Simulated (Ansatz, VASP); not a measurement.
WS2: VASP beside Ansatz

The input INCAR:

```
PREC = Accurate
ENCUT = 520
EDIFF = 1E-6
ISMEAR = 0
SIGMA = 0.05
LREAL = False
LASPH = True
NELM = 80
ALGO = Normal
ISIF = 2
LWAVE = False
LCHARG = True
LDIPOL = True
IDIPOL = 3
DIPOL = 0.5 0.5 0.401
GGA = PE
IVDW = 12
LELF = True
LVHAR = True
LVACPOTAV = True
NBANDS = 35
```

KPOINTS

```
regular mesh
0
Gamma
  9 9 1
```

Contents of POSCAR:

```
WS2
1.0
    3.1595457497      0.0000000000      0.0000000000
   -1.5797728749      2.7362468836      0.0000000000
    0.0000000000      0.0000000000     23.8042575719
S W
4 2
Direct
    0.3333333333      0.6666666667      0.1890418126
    0.3333333333      0.6666666667      0.3214605103
    0.3333333333      0.8333333333      0.4806757258
    0.3333333333      0.8333333333      0.6130944235
    0.6666666667      0.3333333333      0.2552511581
    0.0000000000      1.1666666667      0.5468850713
```

Input for Ansatz:

```yaml
crystal:
  lattice:
    - [3.1595457497, 0.0, 0.0]
    - [-1.5797728749, 2.7362468836, 0.0]
    - [0.0, 0.0, 23.8042575719]
  atoms:
    - { symbol: S, position: [0.3333333333, 0.6666666667, 0.1890418126] }
    - { symbol: W, position: [0.6666666667, 0.3333333333, 0.2552511581] }
    - { symbol: S, position: [0.3333333333, 0.6666666667, 0.3214605103] }
    - { symbol: S, position: [0.3333333333, 0.8333333333, 0.4806757258] }
    - { symbol: W, position: [0.0, 1.1666666667, 0.5468850713] }
    - { symbol: S, position: [0.3333333333, 0.8333333333, 0.6130944235] }
basis:
  ecutwfc: 420
kpoints:
  mp_grid: { grid: [9, 9, 1] }
hamiltonian:
  xc: pbe
  pseudopotentials: { kind: paw, azcp: { folder: soft_1 } }
  dispersion: d3bj
scf:
  occupations: { method: gaussian, width: 0.05 }
output:
  forces: true
  eigenvalues: true
efield:
  axis: 3
  dipole_correction: true
  ramp_width: 0.04
```

Alike in both runs: task single point; functional PBE; dispersion D3(BJ); k mesh 9 × 9 × 1; occupations gaussian, width 0.05 eV; no spin polarisation.

```csv
,VASP,Ansatz
version,VASP 6.6.1,Ansatz 0.2.0
potentials or method,"VASP PAW PBE potentials, release 64 (S, W_sv), cutoff 520 eV","scalar-relativistic, plane waves, PAW"
valence electrons in the cell,52,52
```

```tsv
	VASP	Ansatz	Ansatz less VASP
gap on the k mesh at the Fermi level (eV)	1.84	1.83	-0.013
least direct gap on the mesh (eV)	1.92	1.92	-0.003
rms of the force components (eV/Å)	0.020	0.019	-0.0005
```

Neither program's run includes spin-orbit coupling.
